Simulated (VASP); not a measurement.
# Cu4Si2NiSe7 in VASP: single point with PBE

Aim: the single point of Cu4Si2NiSe7 with PBE.

Program: VASP 6.6.1. These are calculated values, not measurements. Logs are shortened: lines on timing, memory, paths and dates and some standing lists are left out, and cuts for length are marked.

### 1 The cell of the first run

The cell holds an amorphous packing of atoms, 14 atoms: a = 6.818 Å, b = 6.481 Å, c = 6.459 Å, α = 89.72°, β = 91.44°, γ = 86.77°.

### 2 Single point, PBE

File INCAR:

```
  PREC = Accurate
  ENCUT = 520
  EDIFF = 1E-6
  ISMEAR = 0
  SIGMA = 0.0303
  LREAL = F
  LASPH = T
  NELM = 60
  ALGO = Normal
  ISIF = 2
  LWAVE = F
  LCHARG = F
  GGA = PE
  NBANDS = 65
```

File KPOINTS:

```
Automatic mesh
0
Gamma
  3 3 3
  0.5 0 0
```

File POSCAR:

```
Cu4Si2NiSe7
1.0
    6.8155630000      0.1542480000      0.0543070000
    0.2161370000      6.4653710000      0.3923050000
   -0.2058000000     -0.3529750000      6.4464370000
Cu Ni Si Se
4 1 2 7
Direct
    0.3191400000      0.5648460000      0.6156720000
    0.6929000000      0.2216240000      0.7702170000
    0.6424110000      0.5520350000      0.0652340000
    0.4856420000      0.9473500000      0.5125850000
    0.9080940000      0.8597260000      0.9068000000
    0.1653980000      0.2172000000      0.4553820000
    0.7238210000      0.6062040000      0.6138720000
    0.8977940000      0.9381470000      0.4900280000
    0.1945290000      0.8898600000      0.2087880000
    0.5598480000      0.9788900000      0.0904420000
    0.8837080000      0.1968170000      0.1616740000
    0.0175760000      0.4517800000      0.8707990000
    0.9856920000      0.5649080000      0.3146880000
    0.2417780000      0.0928480000      0.8442860000
```

Potentials or basis: VASP PAW PBE potentials, release 64 (Cu, Ni, Si, Se).

On the command line:

```console
cat potpaw_PBE.64/Cu/POTCAR potpaw_PBE.64/Ni/POTCAR potpaw_PBE.64/Si/POTCAR potpaw_PBE.64/Se/POTCAR > POTCAR
mpirun -np 1 vasp_std > vasp.out
```

OUTCAR:

```text
PREC = Accurate
   ENCUT = 520
   EDIFF = 1E-6
   ISMEAR = 0
   LREAL = F
   LASPH = T
   NELM = 60
   ISIF = 2
   GGA = PE

 ion  position               nearest neighbor table
   1  0.319  0.565  0.616-   6 2.74   7 2.79
   2  0.693  0.222  0.770-   7 2.71  10 2.79   5 2.82
   3  0.642  0.552  0.065-
   4  0.486  0.947  0.513-   7 2.74   6 2.74
   5  0.908  0.860  0.907-  12 2.72   8 2.74   9 2.74  11 2.74  10 2.75   2 2.82   7 2.83  14 2.84

   6  0.165  0.217  0.455-  13 2.65   8 2.65   9 2.66  14 2.66  11 2.67   1 2.74   4 2.74
   7  0.724  0.606  0.614-   8 2.64  13 2.67   2 2.71  12 2.71   4 2.74   1 2.79   5 2.83
   8  0.898  0.938  0.490-   7 2.64   6 2.65  11 2.69  13 2.72   5 2.74   9 2.76
   9  0.195  0.890  0.209-   6 2.66  13 2.70  10 2.72  14 2.73   5 2.74   8 2.76
  10  0.560  0.979  0.090-   9 2.72  11 2.72  14 2.72   5 2.75   2 2.79
  11  0.884  0.197  0.162-   6 2.67   8 2.69  12 2.71  13 2.71  10 2.72   5 2.74
  12  0.018  0.452  0.871-  11 2.71   7 2.71  14 2.72   5 2.72
  13  0.986  0.565  0.315-   6 2.65   7 2.67   9 2.70  11 2.71   8 2.72
  14  0.242  0.093  0.844-   6 2.66  12 2.72  10 2.72   9 2.73   5 2.84

  LATTYP: Found a triclinic cell.
 ALAT       =     9.1376659875
 B/A-ratio  =     0.7092475562
 C/A-ratio  =     0.7068952460
 COS(alpha) =     0.0048342773
 COS(beta)  =     0.0221839446
 COS(gamma) =     0.6671727373

  Lattice vectors:

 A1 = (   6.5994260000,  -6.3111230000,  -0.3379980000)
 A2 = (  -0.2161370000,  -6.4653710000,  -0.3923050000)
 A3 = (   0.2058000000,   0.3529750000,  -6.4464370000)

Analysis of symmetry for initial positions (statically):
=====================================================================
 Subroutine PRICEL returns:
 Original cell was already a primitive cell.

 Routine SETGRP: Setting up the symmetry group for a
 triclinic supercell.

 Subroutine GETGRP returns: Found  1 space group operations
 (whereof  1 operations were pure point group operations)
 out of a pool of  2 trial point group operations.

The static configuration has the point symmetry C_1 .

Analysis of symmetry for dynamics (positions and initial velocities):
=====================================================================
 Subroutine PRICEL returns:
 Original cell was already a primitive cell.

 Routine SETGRP: Setting up the symmetry group for a
 triclinic supercell.

 Subroutine GETGRP returns: Found  1 space group operations
 (whereof  1 operations were pure point group operations)
 out of a pool of  2 trial point group operations.

The dynamic configuration has the point symmetry C_1 .

 Subroutine INISYM returns: Found  1 space group operations
 (whereof  1 operations are pure point group operations),
 and found     1 'primitive' translations

----------------------------------------------------------------------------------------

                                     Primitive cell

  volume of cell :     284.8477

  direct lattice vectors                    reciprocal lattice vectors
     6.815563000  0.154248000  0.054307000     0.146805052 -0.005174870  0.004403344
     0.216137000  6.465371000  0.392305000    -0.003558109  0.154283411  0.008334205
    -0.205800000 -0.352975000  6.446437000    -0.001020204 -0.009345491  0.154580168

  length of vectors
     6.817524529  6.480867271  6.459372646     0.146962213  0.154549312  0.154865773

  position of ions in fractional coordinates (direct lattice)
     0.319140000  0.564846000  0.615672000
     0.692900000  0.221624000  0.770217000
     0.642411000  0.552035000  0.065234000
     0.485642000  0.947350000  0.512585000
     0.908094000  0.859726000  0.906800000
     0.165398000  0.217200000  0.455382000
     0.723821000  0.606204000  0.613872000
     0.897794000  0.938147000  0.490028000
     0.194529000  0.889860000  0.208788000
     0.559848000  0.978890000  0.090442000
     0.883708000  0.196817000  0.161674000
     0.017576000  0.451780000  0.870799000
     0.985692000  0.564908000  0.314688000
     0.241778000  0.092848000  0.844286000

  ion indices of the primitive-cell ions
   primitive index   ion index
                 1           1
                 2           2
                 3           3
                 4           4
                 5           5
                 6           6
                 7           7
                 8           8
                 9           9
                10          10
                11          11
                12          12
                13          13
                14          14

----------------------------------------------------------------------------------------

 KPOINTS: Automatic mesh

Automatic generation of k-mesh.
 Grid dimensions read from file:
 generate k-points for:    3    3    3

 Generating k-lattice:

  Cartesian coordinates                     Fractional coordinates (reciprocal lattice)
     0.048935017 -0.001724957  0.001467781     0.333333333 -0.000000000  0.000000000
    -0.001186036  0.051427804  0.002778068    -0.000000000  0.333333333 -0.000000000
    -0.000340068 -0.003115164  0.051526723     0.000000000  0.000000000  0.333333333

  Length of vectors
     0.048987404  0.051516437  0.051621924

  Shift w.r.t. Gamma in fractional coordinates (k-lattice)
     0.500000000  0.000000000  0.000000000

 Subroutine IBZKPT returns following result:
 ===========================================

 Found     14 irreducible k-points:

 Following reciprocal coordinates:
            Coordinates               Weight
  0.166667  0.000000  0.000000      2.000000
  0.500000  0.000000  0.000000      1.000000
  0.166667  0.333333  0.000000      2.000000
  0.500000  0.333333 -0.000000      2.000000
 -0.166667  0.333333 -0.000000      2.000000
  0.166667 -0.000000  0.333333      2.000000
  0.500000 -0.000000  0.333333      2.000000
 -0.166667  0.000000  0.333333      2.000000
  0.166667  0.333333  0.333333      2.000000
  0.500000  0.333333  0.333333      2.000000
 -0.166667  0.333333  0.333333      2.000000
  0.166667 -0.333333  0.333333      2.000000
  0.500000 -0.333333  0.333333      2.000000
 -0.166667 -0.333333  0.333333      2.000000
   k-points           NKPTS =     14   k-points in BZ     NKDIM =     14   number of bands    NBANDS=     65
   number of dos      NEDOS =    301   number of ions     NIONS =     14
   total plane-waves  NPLWV = 124416
   dimension x,y,z NGX =    54 NGY =   48 NGZ =   48
   dimension x,y,z NGXF=   108 NGYF=   96 NGZF=   96
   ions per type =               4   1   2   7
   NGX,Y,Z   is equivalent  to a cutoff of  13.17, 12.31, 12.35 a.u.
   NGXF,Y,Z  is equivalent  to a cutoff of  26.34, 24.63, 24.71 a.u.
 SYSTEM =  unknown system
   PREC   = accura    normal or accurate (medium, high low for compatibility)
   ISTART =      0    job   : 0-new  1-cont  2-samecut
   ICHARG =      2    charge: 1-file 2-atom 10-const
   ISPIN  =      1    spin polarized calculation?
   LNONCOLLINEAR =      F non collinear calculations
   LSORBIT =      F    spin-orbit coupling
   LASPH  =      T    aspherical Exc in radial PAW
   ENCUT  =  520.0 eV  38.22 Ry    6.18 a.u.  12.68 12.05 12.01*2*pi/ulx,y,z
   NELM   =     60;   NELMIN=  2; NELMDL= -5     # of ELM steps
   EDIFF  = 0.1E-05   stopping-criterion for ELM
   LREAL  =      F    real-space projection
   EDIFFG = 0.1E-04   stopping-criterion for IOM
   NSW    =      0    number of steps for IOM
   IBRION =     -1    ionic relax: 0-MD 1-quasi-New 2-CG
   NFREE  =      0    steps in history (QN), initial steepest desc. (CG)
   ISIF   =      2    stress and relaxation
   ISYM   =      2    0-nonsym 1-usesym 2-fastsym
   POTIM  = 0.5000    time-step for ionic-motion
   TEBEG  =    0.0;   TEEND  =   0.0 temperature during run
   PSTRESS=    0.0 pullay stress
   NELECT =     104.0000    total number of electrons
   NUPDOWN=      -1.0000    fix difference up-down
   EMIN   =  10.00;   EMAX   =-10.00  energy-range for DOS
   EFERMI =   0.00;   METHOD = LEGACY
   ISMEAR =     0;   SIGMA  =   0.03  broadening in eV -4-tet -1-fermi 0-gaus
   EFERMI_NEDOS =   21; number of points for ismear=-14 and -15
   IALGO  =     38    algorithm
   IMIX   =      4    mixing-type and parameters
     AMIX     =   0.40;   BMIX     =  1.00
     AMIX_MAG =   1.60;   BMIX_MAG =  1.00
  volume/ion in A,a.u.               =      20.35       137.30
  Fermi-wavevector in a.u.,A,eV,Ry     =   1.170079  2.211128 18.627518  1.369084
  Thomas-Fermi vector in A             =   2.306542
   LORBIT       =      0    0 simple, 1 ext, 2 COOP (PROOUT), +10 PAW based schemes
   GGA     = PE    functional components
   LHFCALC =     F    Hartree Fock is set to
   AEXX    =    0.0000 exact exchange contribution
   IVDW    =     0    specifies the selected vdW correction
   LEPSILON=     F    determine dielectric tensor
   LRPA    =     F    only Hartree local field effects (RPA)
 non-spin polarized calculation
 Gauss-broadening in eV      SIGMA  =   0.03
  energy-cutoff  :      520.00
  volume of cell :      284.85
 maximum number of plane-waves:      7684
 NGX is ok and might be reduce to    54
   NGX = 25   NGY = 25   NGZ = 25

 number of electron     104.0000009 magnetization

 Free energy of the ion-electron system (eV)
  ---------------------------------------------------
  ext. energy  EPLUGINS =         0.00000000
  ---------------------------------------------------
  free energy    TOTEN  =       -47.62411747 eV

  energy without entropy =      -47.61756866  energy(sigma->0) =      -47.62084306

 E-fermi :   4.8636     XC(G=0):  -9.9831

 val. band max:        4.8504609162   @ k =   0.1667   0.3333   0.0000
 cond. band min:       4.8723586200   @ k =   0.1667   0.0000   0.0000
 fundamental gap:      0.0218977038
 Fermi energy:         4.8635995109

 k-point     1 :       0.1667    0.0000    0.0000
  band No.  band energies     occupation
      1     -11.3308      2.00000
      2      -9.5483      2.00000
      3      -9.2391      2.00000
      4      -8.6856      2.00000
      5      -8.3211      2.00000
      6      -7.7988      2.00000
[... 56 lines left out ...]
     63       8.0142      0.00000
     64       8.4146      0.00000

 k-point     2 :       0.5000    0.0000    0.0000
  band No.  band energies     occupation
      1     -11.2323      2.00000
      2      -9.8522      2.00000
      3      -9.2343      2.00000
      4      -8.6655      2.00000
      5      -8.3054      2.00000
      6      -7.5107      2.00000
[... 56 lines left out ...]
     63       8.0002      0.00000
     64       8.0966      0.00000

 k-point     3 :       0.1667    0.3333    0.0000
  band No.  band energies     occupation
      1     -11.0898      2.00000
      2     -10.1199      2.00000
      3      -9.3254      2.00000
      4      -8.5118      2.00000
      5      -8.0775      2.00000
      6      -7.9292      2.00000
[... 726 lines left out ...]
     63       8.0273      0.00000
     64       8.4472      0.00000

 k-point    14 :      -0.1667   -0.3333    0.3333
  band No.  band energies     occupation
      1     -10.9828      2.00000
      2     -10.0858      2.00000
      3      -9.4937      2.00000
      4      -8.6728      2.00000
      5      -8.0987      2.00000
      6      -7.8313      2.00000
[... 56 lines left out ...]
     63       8.0290      0.00000
     64       8.3188      0.00000
 [bands above 64 left out]

------------------------ aborting loop because EDIFF is reached ----------------------------------------

  FORCE on cell =-STRESS in cart. coord.  units (eV):
  Direction    XX          YY          ZZ          XY          YZ          ZX
  --------------------------------------------------------------------------------------
  -------------------------------------------------------------------------------------
  Total       -3.2691119     -1.0058653     -0.8922030      0.4547000     -3.2514036     -0.6925546
  in kB      -18.3877108     -5.6576710     -5.0183567      2.5575422    -18.2881068     -3.8953982
  external PRESSURE =      -9.6879129 kB  Pullay stress =       0.0000000 kB

 VOLUME and BASIS-vectors are now :
 -----------------------------------------------------------------------------
  energy-cutoff  :      520.00
  volume of cell :      284.85
      direct lattice vectors                 reciprocal lattice vectors
     6.815563000  0.154248000  0.054307000     0.146805052 -0.005174870  0.004403344
     0.216137000  6.465371000  0.392305000    -0.003558109  0.154283411  0.008334205
    -0.205800000 -0.352975000  6.446437000    -0.001020204 -0.009345491  0.154580168

 POSITION                                       TOTAL-FORCE (eV/Angst)
 -----------------------------------------------------------------------------------
      2.17050      3.48385      4.20781         0.358490     -0.144024     -0.024657
      4.61189      1.26789      5.08973        -0.065987      0.162705     -0.132712
      4.48428      3.64518      0.67198         0.627989      0.489700     -0.386646
      3.40919      6.01895      3.70237         0.027745     -0.196246      0.145377
      6.18837      5.37844      6.23222        -0.268599      0.052612     -0.414473
      1.08051      1.26905      3.02978         0.636508     -0.114370      0.560962
      4.93794      3.81430      4.23441        -0.374222     -0.284607      0.720523
      6.22089      6.03098      3.57573        -1.093381      0.991205      2.264198
      1.47519      5.70958      1.70560         0.985187     -0.488731      0.189723
      4.00864      6.38332      0.99746         0.915244     -1.206741     -0.505408
      6.03223      1.35174      1.16743        -1.527306      0.299320     -0.816515
      0.03823      2.61627      5.79174         0.084571      1.530817     -1.364672
      6.77538      3.69330      2.30376        -0.743251     -0.487506      1.003855
      1.49417      0.33958      5.49219         0.437011     -0.604135     -1.239556
 -----------------------------------------------------------------------------------
    total drift:                               -0.001225      0.001759      0.001259

  FREE ENERGIE OF THE ION-ELECTRON SYSTEM (eV)
  ---------------------------------------------------
  free  energy   TOTEN  =       -47.6241174662 eV

  energy  without entropy=      -47.6175686620  energy(sigma->0) =      -47.62084306
```

Run time: 6.7 min. Hardware: 1 thread of Intel Xeon Platinum 8488C (Sapphire Rapids), shared host; peak memory 0.48 GiB.

What came out:

```
Free energy            : -47.6241 eV
Pressure               : -1.0 GPa
Largest force          : 2.703 eV/Å
Band gap on the k mesh : zero (band 52 reaches 4.90 eV, above the bottom of band 53 at 4.80 eV)
```

Forces on the atoms (eV/Å):
```
Cu   0.358 -0.144 -0.025
Cu  -0.066  0.163 -0.133
Cu   0.628  0.490 -0.387
Cu   0.028 -0.196  0.145
Ni  -0.269  0.053 -0.414
Si   0.637 -0.114  0.561
Si  -0.374 -0.285  0.721
Se  -1.093  0.991  2.264
Se   0.985 -0.489  0.190
Se   0.915 -1.207 -0.505
Se  -1.527  0.299 -0.817
Se   0.085  1.531 -1.365
Se  -0.743 -0.488  1.004
Se   0.437 -0.604 -1.240
```

Stress tensor (GPa, compression positive):
```
-1.84  0.26 -0.39
 0.26 -0.57 -1.83
-0.39 -1.83 -0.50
```

Levels at points of the mesh, in eV from the Fermi level:
| k point | band 48 | band 49 | band 50 | band 51 | band 52 | band 53 | band 54 | band 55 | band 56 | band 57 |
| --- | --- | --- | --- | --- | --- | --- | --- | --- | --- | --- |
| (0.50, 0.00, 0.00) | -1.01 | -0.61 | -0.39 | -0.36 | -0.13 | 0.11 | 0.22 | 0.55 | 0.83 | 1.19 |

Caveat: the run has no spin polarisation, though such a crystal can be magnetic. Spin polarisation is off, so any magnetic state and its effect on volume and gap are missing.
